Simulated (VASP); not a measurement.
Here is a VASP 6.6.1 calculation.

The input INCAR:

```
  PREC = Accurate
  ENCUT = 520
  EDIFF = 1E-7
  ISMEAR = 0
  SIGMA = 0.02
  LREAL = False
  LASPH = True
  NELM = 60
  ALGO = Normal
  ISIF = 2
  LWAVE = False
  LCHARG = False
  GGA = PS
  NBANDS = 20
```

File KPOINTS:

```
Automatic mesh
0
Gamma
  12 12 12
```

Contents of POSCAR:

```
WS2
1.0
    1.5738034030      0.9086358184      6.3704647103
   -1.5738034030      0.9086358184      6.3704647103
    0.0000000000     -1.8172716367      6.3704647103
W S
1 2
Direct
   -0.0006715136     -0.0006715136     -0.0006715136
    0.7479630318      0.7479630318      0.7479630318
    0.5840084819      0.5840084819      0.5840084819
```

Potentials or basis: VASP PAW PBE potentials, release 64 (W_sv, S).

The run is started by

```sh
$ cat potpaw_PBE.64/W_sv/POTCAR potpaw_PBE.64/S/POTCAR > POTCAR
$ mpirun -np 1 vasp_std > vasp.out
```

What does it give for the largest force?

0.021 eV/Å.

Predict the pressure.

0.1 GPa.

What does it give for the band gap on the k mesh?

1.16 eV (least direct gap 1.93 eV).

Forces in eV/Å, atoms in the order of the input:
```
W    0.000  0.000  0.000
S    0.000  0.000  0.021
S    0.000  0.000 -0.021
```

Caveat: the PAW data sets were made with another functional, which shifts forces and pressure a little; spin-orbit coupling is left out, which moves the levels of the heavy elements. A hybrid or GW would open this gap; PBEsol tends to underestimate it.
